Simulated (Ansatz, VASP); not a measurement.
**In: VASP beside Ansatz**

```
In
1.0
    -2.64444    2.64444    1.39855
     2.64444   -2.64444    1.39855
     2.64444    2.64444   -1.39855
In
2
Direct
  0.62500 0.87500 0.75000
  0.37500 0.12500 0.25000
```

Change from the starting cell: volume scaled by 0.68, LAPW.

Alike in both runs: task single point; functional PBE; k mesh 13 × 13 × 13; occupations fermi-dirac, width 0.05 eV; no spin polarisation.

```csv
,VASP,Ansatz
version,VASP 6.6.1,Ansatz 0.2.0
potentials or method,"VASP PAW PBE potentials, release 64 (In_d), cutoff 520 eV","all-electron LAPW, scalar-relativistic"
```

Ansatz gave:

* pressure (GPa): 34.5

Which values does VASP return?

Pressure (GPa): 34.1.

Both programs put the cell under a high pressure, so it lies far from rest at this level. Ansatz ran all-electron here, and VASP with PAW potentials.
